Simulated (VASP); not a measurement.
# TaTl (Pm-3m) in VASP: further runs, part 2 of 2

VASP 6.6.1.

### Step 4. Relaxation of cell and atoms, PBE

The input, INCAR:

```
PREC = Accurate
ENCUT = 600
EDIFF = 1E-6
ISMEAR = -1
SIGMA = 0.05
LREAL = F
LASPH = T
NELM = 100
ALGO = Normal
ISIF = 3
LWAVE = F
LCHARG = F
GGA = PE
IBRION = 2
NSW = 60
EDIFFG = -0.01
```

The input, KPOINTS:

```
Automatic mesh
0
Gamma
  7 7 7
```

The input, POSCAR:

```
TaTl
1.0
    3.6221205400      0.0000000000      0.0000000000
    0.0000000000      3.6221205400      0.0000000000
    0.0000000000      0.0000000000      3.6221205400
Ta Tl
1 1
Direct
    0.0000000000      0.0000000000      0.0000000000
    0.5000000000      0.5000000000      0.5000000000
```

On the command line:

```sh
$ cat potpaw_PBE.64/Ta_pv/POTCAR potpaw_PBE.64/Tl_d/POTCAR > POTCAR
$ mpirun -np 1 vasp_std > vasp.out
```

Wall time 2.1 min (1 thread of Intel Xeon 8259CL, shared host); peak memory 0.19 GiB.

The run converged. Its results:

```yaml
Free_energy: -12.2980 eV
Relaxed_volume: 20.29 Å³/atom
Relaxed_cell: a = 3.437 Å, b = 3.437 Å, c = 3.437 Å, α = 90.00°, β = 90.00°, γ = 90.00°
Space_group_after_relaxing_to_0.1_Å: Pm-3m (No. 221)
Energy_gained_by_relaxing: 173.2 meV/atom
Ionic_steps: 7
Pressure_after_relaxing: 0.0 GPa
Band_gap_on_the_k_mesh: zero (bands 12 and 13 overlap by 2.68 eV)
```

The path:
```csv
step,energy change (eV),largest force (eV/Å),pressure (GPa),volume (Å³)
1,0.0000,0.0000,-13.48,47.52
2,0.0618,0.0000,27.29,35.05
3,-0.3462,0.0000,-0.53,40.76
4,-0.3465,0.0000,-0.11,40.63
5,-0.3464,0.0000,0.31,40.49
6,-0.3464,0.0000,-0.34,40.70
7,-0.3465,0.0000,0.01,40.59
```

Final structure:
```
Ta Tl
1.0
     3.43663    0.00000    0.00000
     0.00000    3.43663    0.00000
     0.00000    0.00000    3.43663
Ta Tl
1 1
Direct
  0.00000 0.00000 0.00000
  0.50000 0.50000 0.50000
```

Levels at points of the mesh, in eV from the Fermi level:
```csv
k point,band 10,band 11,band 12,band 13,band 14,band 15
"(0.00, 0.00, 0.00)",-1.32,-1.32,2.25,2.25,2.25,3.73
```

Caveat: spin-orbit coupling is left out, which moves the levels of the heavy elements.

### Step 5. Relaxation of cell and atoms, PBE, target pressure 2 GPa, at which the enthalpy is minimised

The input, INCAR:

```
PREC     = Accurate       # precision mode
ENCUT    = 600            # plane-wave cutoff, eV
EDIFF    = 1E-6           # SCF threshold, eV
ISMEAR   = -1             # smearing method
SIGMA    = 0.05           # smearing width, eV
LREAL    = False          # projectors in reciprocal space
LASPH    = True           # aspherical terms in the spheres
NELM     = 80             # most SCF steps
ALGO     = Normal         # electronic algorithm
ISIF     = 3              # what is computed and relaxed
LWAVE    = False          # write WAVECAR
LCHARG   = False          # write CHGCAR
GGA      = PE             # functional
IBRION   = 2              # ionic algorithm
NSW      = 60             # ionic steps
EDIFFG   = -0.01          # ionic threshold
PSTRESS  = 20.0
```

The input, KPOINTS:

```
regular mesh
0
Gamma
  7 7 7
```

POSCAR is that of step 4.

On the command line:

```sh
$ cat potpaw_PBE.64/Ta_pv/POTCAR potpaw_PBE.64/Tl_d/POTCAR > POTCAR
$ mpirun -np 1 vasp_std > vasp.out
```

Wall time 2 min (1 thread of Intel Xeon 8259CL, shared host); peak memory 0.19 GiB.

Results (log left out):

```yaml
Free_energy: -12.2943 eV
Relaxed_volume: 20.00 Å³/atom
Relaxed_cell: a = 3.420 Å, b = 3.420 Å, c = 3.420 Å, α = 90.00°, β = 90.00°, γ = 90.00°
Space_group_after_relaxing_to_0.1_Å: Pm-3m (No. 221)
Energy_change_on_relaxing_the_run_minimises_the_enthalpy: -171.4 meV/atom
Ionic_steps: 7
Pressure_after_relaxing: 2.0 GPa
Band_gap_on_the_k_mesh: zero (bands 12 and 13 overlap by 2.75 eV)
```

Step by step:
| step | energy change (eV) | largest force (eV/Å) | pressure (GPa) | volume (Å³) |
| --- | --- | --- | --- | --- |
| 1 | 0.0000 | 0.0000 | -13.48 | 47.52 |
| 2 | 0.4062 | 0.0000 | 40.61 | 33.41 |
| 3 | -0.3453 | 0.0000 | 1.12 | 40.25 |
| 4 | -0.3436 | 0.0000 | 1.77 | 40.06 |
| 5 | -0.3418 | 0.0000 | 2.27 | 39.92 |
| 6 | -0.3439 | 0.0000 | 1.67 | 40.09 |
| 7 | -0.3428 | 0.0000 | 2.01 | 39.99 |

Final structure:
```
CELL_PARAMETERS angstrom
3.41969 0.00000 0.00000
0.00000 3.41969 0.00000
0.00000 0.00000 3.41969
ATOMIC_POSITIONS crystal
Ta 0.00000 0.00000 0.00000
Tl 0.50000 0.50000 0.50000
```

Levels at points of the mesh, in eV from the Fermi level:
| k point | band 8 | band 9 | band 10 | band 11 | band 12 | band 13 | band 14 | band 15 | band 16 |
| --- | --- | --- | --- | --- | --- | --- | --- | --- | --- |
| (0.00, 0.00, 0.00) | -11.61 | -10.96 | -1.34 | -1.34 | 2.30 | 2.30 | 2.30 | 3.77 | 3.77 |

Caveat: the cell is relaxed towards a set pressure, so the run minimises the enthalpy, not the energy; the volume moved by over 15 % at a fixed basis, so the end points are rough; spin-orbit coupling is left out, which moves the levels of the heavy elements.

### Step 6. Relaxation of cell and atoms, PBE, target pressure 5 GPa, at which the enthalpy is minimised

The input, INCAR:

```
SYSTEM = TaTl
PREC     = Accurate       ! precision mode
ENCUT    = 600            ! plane-wave cutoff, eV
EDIFF    = 1E-6           ! SCF threshold, eV
ISMEAR   = -1             ! smearing method
SIGMA    = 0.05           ! smearing width, eV
LREAL    = .FALSE.        ! projectors in reciprocal space
LASPH    = .TRUE.         ! aspherical terms in the spheres
NELM     = 60             ! most SCF steps
ALGO     = Normal         ! electronic algorithm
ISIF     = 3              ! what is computed and relaxed
LWAVE    = .FALSE.        ! write WAVECAR
LCHARG   = .FALSE.        ! write CHGCAR
GGA      = PE             ! functional
IBRION   = 2              ! ionic algorithm
NSW      = 60             ! ionic steps
EDIFFG   = -0.01          ! ionic threshold
PSTRESS  = 50.0
```

The input, KPOINTS:

```
regular mesh
0
G
  7 7 7
  0 0 0
```

POSCAR is that of step 5.

Potentials or basis: VASP PAW PBE potentials, release 64 (Ta_pv, Tl_d).

On the command line:

```sh
$ cat potpaw_PBE.64/Ta_pv/POTCAR potpaw_PBE.64/Tl_d/POTCAR > POTCAR
$ mpirun -np 1 vasp_std > vasp.out
```

Wall time 1.9 min (1 thread of Intel Xeon 8259CL, shared host); peak memory 0.19 GiB.

Results (log left out):

```
Free energy                                                : -12.2769 eV
Relaxed volume                                             : 19.59 Å³/atom
Relaxed cell                                               : a = 3.397 Å, b = 3.397 Å, c = 3.397 Å, α = 90.00°, β = 90.00°, γ = 90.00°
Space group after relaxing (to 0.1 Å)                      : Pm-3m (No. 221)
Energy change on relaxing (the run minimises the enthalpy) : -162.7 meV/atom
Ionic steps                                                : 7
Pressure after relaxing                                    : 5.0 GPa
Band gap on the k mesh                                     : zero (bands 12 and 13 overlap by 2.84 eV)
```

Step by step:
| step | energy change (eV) | largest force (eV/Å) | pressure (GPa) | volume (Å³) |
| --- | --- | --- | --- | --- |
| 1 | 0.0000 | 0.0000 | -13.48 | 47.52 |
| 2 | 1.1847 | 0.0000 | 66.58 | 31.05 |
| 3 | -0.3364 | 0.0000 | 3.38 | 39.61 |
| 4 | -0.3290 | 0.0000 | 4.50 | 39.31 |
| 5 | -0.3244 | 0.0000 | 5.11 | 39.16 |
| 6 | -0.3265 | 0.0000 | 4.86 | 39.22 |
| 7 | -0.3253 | 0.0000 | 4.96 | 39.18 |

Final structure:
```
Ta Tl
1.0
     3.39653    0.00000    0.00000
     0.00000    3.39653    0.00000
     0.00000    0.00000    3.39653
Ta Tl
1 1
Direct
  0.00000 0.00000 0.00000
  0.50000 0.50000 0.50000
```

Levels at points of the mesh, in eV from the Fermi level:
```tsv
k point	band 10	band 11	band 12	band 13	band 14	band 15
(0.00, 0.00, 0.00)	-1.36	-1.36	2.37	2.37	2.37	3.84
```

Caveat: the cell is relaxed towards a set pressure, so the run minimises the enthalpy, not the energy; the volume moved by over 15 % at a fixed basis, so the end points are rough; spin-orbit coupling is left out, which moves the levels of the heavy elements.

### Step 7. The runs side by side

```csv
task,level,cell,cutoff (eV),gap on the mesh (eV),pressure (GPa)
single point,BLYP,as given,520,none,-7.9
single point,r2SCAN,as given,520,none,-16.2
relaxation of cell and atoms,PBE,relaxed,600,none,0.0
relaxation of cell and atoms,PBE,relaxed to 2 GPa,600,none,2.0
relaxation of cell and atoms,PBE,relaxed to 5 GPa,600,none,5.0
```

Alike in all rows: potentials or basis VASP PAW PBE potentials, release 64 (Ta_pv, Tl_d); no spin polarisation; k mesh 7 × 7 × 7; smearing fermi-dirac 0.05 eV.

Caveats: spin-orbit coupling is left out, which moves the levels of the heavy elements; the cell stands under tension (at least some runs); the PAW data sets were made with another functional, which shifts forces and pressure a little (at least some runs); the cell is relaxed towards a set pressure, so the run minimises the enthalpy, not the energy (at least some runs); the volume moved by over 15 % at a fixed basis, so the end points are rough (at least some runs).

Absolute energies hang on the potentials; compare differences alone.
